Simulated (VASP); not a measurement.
# MoS2 (P-6m2) in VASP: notebook, part 2 of 2

VASP 6.6.1. Earlier steps stand in the parts before.

### 3 Single point, PBE+D3(BJ) (volume 20.549 Å^3 an atom, c/a of the conventional cell 2.0542)

Contents of INCAR:

```
PREC = Accurate ; ENCUT = 500
EDIFF = 1E-6 ; ISMEAR = 0
SIGMA = 0.05 ; LREAL = F
LASPH = T ; NELM = 120
ALGO = Normal ; ISIF = 2
LWAVE = F ; LCHARG = F
GGA = PE ; IVDW = 12
NBANDS = 20 ; GGA_COMPAT = F
```

Contents of KPOINTS:

```
regular mesh
0
Gamma
  12 12 6
```

Contents of POSCAR:

```
MoS2
1.0
    3.2602146661      0.0000000000      0.0000000000
   -1.6301073331      2.8234287226      0.0000000000
    0.0000000000      0.0000000000      6.6971329671
Mo S
1 2
Direct
    0.0000000000      0.0000000000      0.0000000000
    0.3333333333      0.6666666667      0.2357940733
    0.3333333333      0.6666666667      0.7642059267
```

Potentials or basis: VASP PAW PBE potentials, release 64 (Mo_sv, S).

Run with:

```sh
cat potpaw_PBE.64/Mo_sv/POTCAR potpaw_PBE.64/S/POTCAR > POTCAR
mpirun -np 1 vasp_std > vasp.out
```

OUTCAR:

```text
PREC = Accurate
   ENCUT = 500
   EDIFF = 1E-6
   ISMEAR = 0
   LREAL = F
   LASPH = T
   NELM = 120
   ISIF = 2
   GGA = PE
   IVDW = 12
 IVDW          = 12

 ion  position               nearest neighbor table
   1  0.000  0.000  0.000-   2 2.46   3 2.46   2 2.46   3 2.46   2 2.46   3 2.46
   2  0.333  0.667  0.236-   1 2.46   1 2.46   1 2.46
   3  0.333  0.667  0.764-   1 2.46   1 2.46   1 2.46

  LATTYP: Found a hexagonal cell.
 ALAT       =     3.2602146661
 C/A-ratio  =     2.0542000000

  Lattice vectors:

 A1 = (   3.2602146661,   0.0000000000,   0.0000000000)
 A2 = (  -1.6301073331,   2.8234287226,   0.0000000000)
 A3 = (   0.0000000000,   0.0000000000,   6.6971329671)

Analysis of symmetry for initial positions (statically):
=====================================================================
 Subroutine PRICEL returns:
 Original cell was already a primitive cell.

 Routine SETGRP: Setting up the symmetry group for a
 hexagonal supercell.

 Subroutine GETGRP returns: Found 12 space group operations
 (whereof 12 operations were pure point group operations)
[... 164 lines left out ...]

  energy without entropy =      -21.74036965  energy(sigma->0) =      -21.74036965

 E-fermi :   5.9419     XC(G=0):  -9.9474

 val. band max:        5.7391171867   @ k =   0.0000   0.0000   0.5000
 cond. band min:       6.6788206415   @ k =   0.3333   0.3333   0.0000
 fundamental gap:      0.9397034549
 Fermi energy:         5.9419107614

 k-point     1 :       0.0000    0.0000    0.0000
  band No.  band energies     occupation
      1     -55.7533      2.00000
      2     -29.8387      2.00000
      3     -29.7030      2.00000
      4     -29.7030      2.00000
      5      -8.6082      2.00000
      6      -7.2731      2.00000
[... 541 lines left out ...]
     19      12.9411      0.00000
     20      13.7759      0.00000

 [... further k-points ...]

------------------------ aborting loop because EDIFF is reached ----------------------------------------

 Edisp (eV)   -1.10247

 E8    (eV) :    -0.4455

  FORCE on cell =-STRESS in cart. coord.  units (eV):
  Direction    XX          YY          ZZ          XY          YZ          ZX
  --------------------------------------------------------------------------------------
  -------------------------------------------------------------------------------------
  Total      -3.83480    -3.83480    -2.70212     0.00000    -0.00000     0.00000
  in kB     -99.66469   -99.66469   -70.22692     0.00000    -0.00000     0.00000
  external pressure =      -89.85 kB  Pullay stress =        0.00 kB

 VOLUME and BASIS-vectors are now :
 -----------------------------------------------------------------------------
  energy-cutoff  :      500.00
  volume of cell :       61.65
      direct lattice vectors                 reciprocal lattice vectors
     3.260214666  0.000000000  0.000000000     0.306728269  0.177089648  0.000000000
    -1.630107333  2.823428723  0.000000000     0.000000000  0.354179297  0.000000000
     0.000000000  0.000000000  6.697132967     0.000000000  0.000000000  0.149317627

 POSITION                                       TOTAL-FORCE (eV/Angst)
 -----------------------------------------------------------------------------------
      0.00000      0.00000      0.00000        -0.000000     -0.000000      0.000000
     -0.00000      1.88229      1.57914         0.000000      0.000000     -0.831383
     -0.00000      1.88229      5.11799         0.000000     -0.000000      0.831383
 -----------------------------------------------------------------------------------
    total drift:                                0.000000     -0.000000     -0.000000

  FREE ENERGIE OF THE ION-ELECTRON SYSTEM (eV)
  ---------------------------------------------------
  free  energy   TOTEN  =       -22.8428389396 eV

  energy  without entropy=      -22.8428389396  energy(sigma->0) =      -22.84283894
```

stdout:

```text
POSCAR found type information on POSCAR MoS
 POSCAR found :  2 types and       3 ions
 scaLAPACK will be used
 LDA part: xc-table for (Slater+PW92), standard interpolation
 POSCAR, INCAR and KPOINTS ok, starting setup
 FFT: planning ... GRIDC
 FFT: planning ... GRID_SOFT
 FFT: planning ... GRID
 WAVECAR not read
 entering main loop
```

It took 76 s on 1 thread of Intel Xeon Platinum 8175M at 2.50GHz (Skylake/Cascade Lake), shared host; peak memory 0.23 GiB.

Results:

| Item | Value |
| --- | --- |
| Free energy | -22.8428 eV |
| Pressure | -9.0 GPa |
| Largest force | 0.831 eV/Å |
| Band gap on the k mesh | 0.94 eV, indirect (least direct gap 1.47 eV) |
| Dispersion energy per atom | -0.367 eV |

Forces on the atoms (eV/Å):
```
Mo   0.000  0.000  0.000
S    0.000  0.000 -0.831
S    0.000  0.000  0.831
```

Levels at points of the mesh, in eV from the valence-band top:
| k point | band 11 | band 12 | band 13 | band 14 | band 15 | band 16 |
| --- | --- | --- | --- | --- | --- | --- |
| (0.00, 0.00, 0.00) | -2.02 | -1.38 | -0.79 | 2.06 | 2.06 | 2.18 |
| (0.50, 0.00, 0.00) | -1.91 | -1.62 | -1.28 | 1.47 | 1.89 | 3.44 |
| (0.00, 0.00, 0.50) | -2.04 | -2.04 | 0.00 | 1.99 | 1.99 | 2.27 |
| (0.50, 0.00, 0.50) | -2.72 | -1.55 | -0.92 | 1.49 | 2.02 | 2.85 |

 A k mesh can miss the band edges.

### 4 Single point, PBE+D3(BJ) (volume 21.310 Å^3 an atom, c/a of the conventional cell 2.1098)

Contents of INCAR:

```
PREC = Accurate ; ENCUT = 500
EDIFF = 1E-6 ; ISMEAR = 0
SIGMA = 0.05 ; LREAL = False
LASPH = True ; NELM = 120
ALGO = Normal ; ISIF = 2
LWAVE = False ; LCHARG = False
GGA = PE ; IVDW = 12
NBANDS = 20 ; GGA_COMPAT = False
```

Contents of KPOINTS:

```
Automatic mesh
0
Gamma
  12 12 6
```

Contents of POSCAR:

```
MoS2
1.0
    3.2707011767      0.0000000000      0.0000000000
   -1.6353505884      2.8325103072      0.0000000000
    0.0000000000      0.0000000000      6.9006871452
Mo S
1 2
Direct
    0.0000000000      0.0000000000      0.0000000000
    0.3333333333      0.6666666667      0.2357940733
    0.3333333333      0.6666666667      0.7642059267
```

Potentials or basis: VASP PAW PBE potentials, release 64 (Mo_sv, S).

Run with:

```sh
cat potpaw_PBE.64/Mo_sv/POTCAR potpaw_PBE.64/S/POTCAR > POTCAR
mpirun -np 1 vasp_std > vasp.out
```

OUTCAR:

```text
PREC = Accurate
   ENCUT = 500
   EDIFF = 1E-6
   ISMEAR = 0
   LREAL = False
   LASPH = True
   NELM = 120
   ISIF = 2
   GGA = PE
   IVDW = 12
 IVDW          = 12

 ion  position               nearest neighbor table
   1  0.000  0.000  0.000-   2 2.49   3 2.49   2 2.49   3 2.49   2 2.49   3 2.49
   2  0.333  0.667  0.236-   1 2.49   1 2.49   1 2.49
   3  0.333  0.667  0.764-   1 2.49   1 2.49   1 2.49

  LATTYP: Found a hexagonal cell.
 ALAT       =     3.2707011767
 C/A-ratio  =     2.1098494703

  Lattice vectors:

 A1 = (   3.2707011767,   0.0000000000,   0.0000000000)
 A2 = (  -1.6353505884,   2.8325103072,   0.0000000000)
 A3 = (   0.0000000000,   0.0000000000,   6.9006871452)

Analysis of symmetry for initial positions (statically):
=====================================================================
 Subroutine PRICEL returns:
 Original cell was already a primitive cell.

 Routine SETGRP: Setting up the symmetry group for a
 hexagonal supercell.

 Subroutine GETGRP returns: Found 12 space group operations
 (whereof 12 operations were pure point group operations)
 out of a pool of 24 trial point group operations.

The static configuration has the point symmetry D_3h.

Analysis of symmetry for dynamics (positions and initial velocities):
=====================================================================
 Subroutine PRICEL returns:
 Original cell was already a primitive cell.

 Routine SETGRP: Setting up the symmetry group for a
 hexagonal supercell.

 Subroutine GETGRP returns: Found 12 space group operations
 (whereof 12 operations were pure point group operations)
 out of a pool of 24 trial point group operations.

The dynamic configuration has the point symmetry D_3h.

 Subroutine INISYM returns: Found 12 space group operations
 (whereof 12 operations are pure point group operations),
 and found     1 'primitive' translations

----------------------------------------------------------------------------------------

                                     Primitive cell

  volume of cell :      63.9300

  direct lattice vectors                    reciprocal lattice vectors
     3.270701177  0.000000000  0.000000000     0.305744838  0.176521864  0.000000000
    -1.635350588  2.832510307  0.000000000     0.000000000  0.353043729  0.000000000
     0.000000000  0.000000000  6.900687145     0.000000000  0.000000000  0.144913105

  length of vectors
     3.270701177  3.270701177  6.900687145     0.353043729  0.353043729  0.144913105

  position of ions in fractional coordinates (direct lattice)
     0.000000000  0.000000000  0.000000000
     0.333333333  0.666666667  0.235794073
     0.333333333  0.666666667  0.764205927

  ion indices of the primitive-cell ions
   primitive index   ion index
                 1           1
                 2           2
                 3           3

----------------------------------------------------------------------------------------

 KPOINTS: Automatic mesh

Automatic generation of k-mesh.
 Grid dimensions read from file:
 generate k-points for:   12   12    6

 Generating k-lattice:

  Cartesian coordinates                     Fractional coordinates (reciprocal lattice)
     0.025478736  0.014710155  0.000000000     0.083333333  0.000000000  0.000000000
     0.000000000  0.029420311  0.000000000     0.000000000  0.083333333  0.000000000
     0.000000000  0.000000000  0.024152184     0.000000000  0.000000000  0.166666667

  Length of vectors
     0.029420311  0.029420311  0.024152184

  Shift w.r.t. Gamma in fractional coordinates (k-lattice)
     0.000000000  0.000000000  0.000000000

 Subroutine IBZKPT returns following result:
 ===========================================

 Found     76 irreducible k-points:

 Following reciprocal coordinates:
            Coordinates               Weight
  0.000000  0.000000  0.000000      1.000000
  0.083333  0.000000  0.000000      6.000000
  0.166667 -0.000000  0.000000      6.000000
  0.250000  0.000000  0.000000      6.000000
  0.333333 -0.000000  0.000000      6.000000
  0.416667  0.000000  0.000000      6.000000
[... 16 lines left out ...]
  0.250000  0.000000  0.166667     12.000000
  0.333333 -0.000000  0.166667     12.000000
 [... further k-points ...]
   k-points           NKPTS =     76   k-points in BZ     NKDIM =     76   number of bands    NBANDS=     20
   number of dos      NEDOS =    301   number of ions     NIONS =      3
   total plane-waves  NPLWV =  28800
   dimension x,y,z NGX =    24 NGY =   24 NGZ =   50
   dimension x,y,z NGXF=    48 NGYF=   48 NGZF=  100
   ions per type =               1   2
   NGX,Y,Z   is equivalent  to a cutoff of  12.20, 12.20, 12.05 a.u.
   NGXF,Y,Z  is equivalent  to a cutoff of  24.40, 24.40, 24.09 a.u.
 SYSTEM =  unknown system
   PREC   = accura    normal or accurate (medium, high low for compatibility)
   ISTART =      0    job   : 0-new  1-cont  2-samecut
   ICHARG =      2    charge: 1-file 2-atom 10-const
   ISPIN  =      1    spin polarized calculation?
   LNONCOLLINEAR =      F non collinear calculations
   LSORBIT =      F    spin-orbit coupling
   LASPH  =      T    aspherical Exc in radial PAW
   ENCUT  =  500.0 eV  36.75 Ry    6.06 a.u.   5.96  5.96 12.58*2*pi/ulx,y,z
   NELM   =    120;   NELMIN=  2; NELMDL= -5     # of ELM steps
   EDIFF  = 0.1E-05   stopping-criterion for ELM
   LREAL  =      F    real-space projection
   EDIFFG = 0.1E-04   stopping-criterion for IOM
   NSW    =      0    number of steps for IOM
   IBRION =     -1    ionic relax: 0-MD 1-quasi-New 2-CG
   NFREE  =      0    steps in history (QN), initial steepest desc. (CG)
   ISIF   =      2    stress and relaxation
   ISYM   =      2    0-nonsym 1-usesym 2-fastsym
   POTIM  = 0.5000    time-step for ionic-motion
   TEBEG  =    0.0;   TEEND  =   0.0 temperature during run
   PSTRESS=    0.0 pullay stress
   NELECT =      26.0000    total number of electrons
   NUPDOWN=      -1.0000    fix difference up-down
   EMIN   =  10.00;   EMAX   =-10.00  energy-range for DOS
   EFERMI =   0.00;   METHOD = LEGACY
   ISMEAR =     0;   SIGMA  =   0.05  broadening in eV -4-tet -1-fermi 0-gaus
   EFERMI_NEDOS =   21; number of points for ismear=-14 and -15
   IALGO  =     38    algorithm
   IMIX   =      4    mixing-type and parameters
     AMIX     =   0.40;   BMIX     =  1.00
     AMIX_MAG =   1.60;   BMIX_MAG =  1.00
  volume/ion in A,a.u.               =      21.31       143.81
  Fermi-wavevector in a.u.,A,eV,Ry     =   1.212917  2.292081 20.016448  1.471167
  Thomas-Fermi vector in A             =   2.348386
   LORBIT       =      0    0 simple, 1 ext, 2 COOP (PROOUT), +10 PAW based schemes
   GGA     = PE    functional components
   LHFCALC =     F    Hartree Fock is set to
   AEXX    =    0.0000 exact exchange contribution
   IVDW    =    12    specifies the selected vdW correction
   LEPSILON=     F    determine dielectric tensor
   LRPA    =     F    only Hartree local field effects (RPA)
 non-spin polarized calculation
 Gauss-broadening in eV      SIGMA  =   0.05
  energy-cutoff  :      500.00
  volume of cell :       63.93
 maximum number of plane-waves:      1644
 NGX is ok and might be reduce to    24
   NGX = 11   NGY = 11   NGZ = 25

 number of electron      26.0000000 magnetization

 Free energy of the ion-electron system (eV)
  ---------------------------------------------------
  ext. energy  EPLUGINS =         0.00000000
  ---------------------------------------------------
  free energy    TOTEN  =       -21.62885553 eV

  energy without entropy =      -21.62885553  energy(sigma->0) =      -21.62885553

 E-fermi :   5.4039     XC(G=0):  -9.7733

 val. band max:        5.1400769630   @ k =   0.0000   0.0000   0.5000
 cond. band min:       6.3321631077   @ k =   0.1667   0.1667   0.0000
 fundamental gap:      1.1920861447
 Fermi energy:         5.4039093540

 k-point     1 :       0.0000    0.0000    0.0000
  band No.  band energies     occupation
      1     -56.1858      2.00000
      2     -30.2550      2.00000
      3     -30.1178      2.00000
      4     -30.1178      2.00000
      5      -8.8106      2.00000
      6      -7.6535      2.00000
[... 12 lines left out ...]
     19      12.7792      0.00000
[... 513 lines left out ...]
      4     -30.1646      2.00000
      5      -7.6635      2.00000
      6      -7.1641      2.00000
[... 12 lines left out ...]
     19      12.3317      0.00000
     20      13.2909      0.00000

 [... further k-points ...]

------------------------ aborting loop because EDIFF is reached ----------------------------------------

 Edisp (eV)   -1.06505

 E8    (eV) :    -0.4311

  FORCE on cell =-STRESS in cart. coord.  units (eV):
  Direction    XX          YY          ZZ          XY          YZ          ZX
  --------------------------------------------------------------------------------------
  -------------------------------------------------------------------------------------
  Total      -4.78056    -4.78056    -5.40870     0.00000     0.00000     0.00000
  in kB    -119.80760  -119.80760  -135.54985     0.00000     0.00000     0.00000
  external pressure =     -125.06 kB  Pullay stress =        0.00 kB

 VOLUME and BASIS-vectors are now :
 -----------------------------------------------------------------------------
  energy-cutoff  :      500.00
  volume of cell :       63.93
      direct lattice vectors                 reciprocal lattice vectors
     3.270701177  0.000000000  0.000000000     0.305744838  0.176521864  0.000000000
    -1.635350588  2.832510307  0.000000000     0.000000000  0.353043729  0.000000000
     0.000000000  0.000000000  6.900687145     0.000000000  0.000000000  0.144913105

 POSITION                                       TOTAL-FORCE (eV/Angst)
 -----------------------------------------------------------------------------------
      0.00000      0.00000      0.00000         0.000000      0.000000      0.000000
     -0.00000      1.88834      1.62714        -0.000000     -0.000000     -1.568469
     -0.00000      1.88834      5.27355        -0.000000     -0.000000      1.568469
 -----------------------------------------------------------------------------------
    total drift:                                0.000000     -0.000000     -0.000000

  FREE ENERGIE OF THE ION-ELECTRON SYSTEM (eV)
  ---------------------------------------------------
  free  energy   TOTEN  =       -22.6939075373 eV

  energy  without entropy=      -22.6939075373  energy(sigma->0) =      -22.69390754
```

stdout:

```text
POSCAR found type information on POSCAR MoS
 POSCAR found :  2 types and       3 ions
 scaLAPACK will be used
 LDA part: xc-table for (Slater+PW92), standard interpolation
 POSCAR, INCAR and KPOINTS ok, starting setup
 FFT: planning ... GRIDC
 FFT: planning ... GRID_SOFT
 FFT: planning ... GRID
 WAVECAR not read
 entering main loop
```

Wall time 1.9 min (1 thread of Intel Xeon 8259CL, shared host); peak memory 0.24 GiB.

What came out:

```yaml
Free_energy: -22.6939 eV
Pressure: -12.5 GPa
Largest_force: 1.568 eV/Å
Band_gap_on_the_k_mesh: 1.19 eV, indirect (least direct gap 1.50 eV)
Dispersion_energy_per_atom: -0.355 eV
```

Forces on the atoms (eV/Å):
```
Mo   0.000  0.000  0.000
S    0.000  0.000 -1.568
S    0.000  0.000  1.568
```

Caveat: forces of over 1 eV/Å act on the atoms, so gaps and moduli don't describe the material at rest.

### 5 Overview

```csv
cell,gap on the mesh (eV),pressure (GPa),largest force (eV/Å)
"a = 3.191, b = 3.191, c = 6.732 Å, angles 90.0, 90.0, 120.0°, 3 atoms",1.21,-5.2,0.61
"a = 3.260, b = 3.260, c = 6.697 Å, angles 90.0, 90.0, 120.0°, 3 atoms",0.94,-9.0,0.83
"a = 3.271, b = 3.271, c = 6.901 Å, angles 90.0, 90.0, 120.0°, 3 atoms",1.19,-12.5,1.57
```

Alike in all rows: task single point; level PBE+D3(BJ); potentials or basis VASP PAW PBE potentials, release 64 (Mo_sv, S); no spin polarisation; k mesh 12 × 12 × 6; cutoff (eV) 500; smearing gaussian 0.05 eV.

Caveats: forces of over 1 eV/Å act on the atoms, so gaps and moduli don't describe the material at rest (some runs).

Total energies depend on the potentials used, so only differences within one code and one set of settings carry meaning.
